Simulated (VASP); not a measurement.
Set up this calculation in VASP 6.6.1, as the native input.

| Property | Result |
| --- | --- |
| Task | single point |
| Functional | r2SCAN |
| Potentials or basis | VASP PAW PBE potentials, release 64 (Ta_pv, N) |
| Cutoff | 520 eV |
| k mesh | 11 × 11 × 1 |
| Occupations | fermi-dirac, width 0.05 eV |
| Spin | no spin polarisation |
| Dipole correction | yes |
| Further INCAR settings | ALGO = Normal; EDIFF = 1e-06; NBANDS = 33 |

The system is TaN, a slab with vacuum.

```xyz
6
Lattice="3.1086 0.0000 0.0000 0.0000 3.1086 0.0000 0.0000 0.0000 20.3962" Properties=species:S:1:pos:R:3 pbc="T T T"
Ta    0.7771    0.7771    8.1382
Ta    2.3314    2.3314   10.1981
Ta    0.7771    0.7771   12.2580
N     2.3314    2.3314    7.8493
N     0.7771    0.7771   10.1981
N     2.3314    2.3314   12.5469
```

These files were run (other wordings do the same):

POSCAR

```
TaN
1.0
    3.1085816348      0.0000000000      0.0000000000
    0.0000000000      3.1085816348      0.0000000000
    0.0000000000      0.0000000000     20.3962000000
Ta N
3 3
Direct
    0.2500000000      0.2500000000      0.3990060911
    0.7500000000      0.7500000000      0.5000000050
    0.2500000000      0.2500000000      0.6009939036
    0.7500000000      0.7500000000      0.3848413536
    0.2500000000      0.2500000000      0.5000000044
    0.7500000000      0.7500000000      0.6151586423
```

INCAR.step1

```
ALGO = Normal
DIPOL = 0.5 0.5 0.500
EDIFF = 1E-4
ENCUT = 520
GGA = PE
IDIPOL = 3
ISMEAR = -1
LASPH = True
LCHARG = False
LDIPOL = True
LREAL = False
LWAVE = True
NBANDS = 33
NELM = 100
PREC = Accurate
SIGMA = 0.05
```

INCAR.step2

```
ALGO = Normal
DIPOL = 0.5 0.5 0.500
EDIFF = 1E-6
ENCUT = 520
IDIPOL = 3
ISIF = 2
ISMEAR = -1
ISTART = 1
LASPH = True
LCHARG = False
LDIPOL = True
LMIXTAU = True
LREAL = False
LWAVE = False
METAGGA = R2SCAN
NBANDS = 33
NELM = 100
PREC = Accurate
SIGMA = 0.05
```

KPOINTS

```
k-points
0
Gamma
  11 11 1
```

Potentials or basis: VASP PAW PBE potentials, release 64 (Ta_pv, N).

The run is started by

```console
$ cat potpaw_PBE.64/Ta_pv/POTCAR potpaw_PBE.64/N/POTCAR > POTCAR
$ cp INCAR.step1 INCAR
$ mpirun -np 1 vasp_std > vasp.out
$ cp INCAR.step2 INCAR
$ mpirun -np 1 vasp_std > vasp.out
```

It gave:

| Item | Value |
| --- | --- |
| Largest force | 0.052 eV/Å |
| Band gap on the k mesh | zero (bands 24 and 25 overlap by 2.10 eV) |

Caveat: the PAW data sets were made with another functional, which shifts forces and pressure a little; spin-orbit coupling is left out, which moves the levels of the heavy elements.

Run time: 4.7 min on 1 thread of Intel(R) Xeon(R) 6975P-C (Granite Rapids) (shared host), peak memory 0.38 GiB.
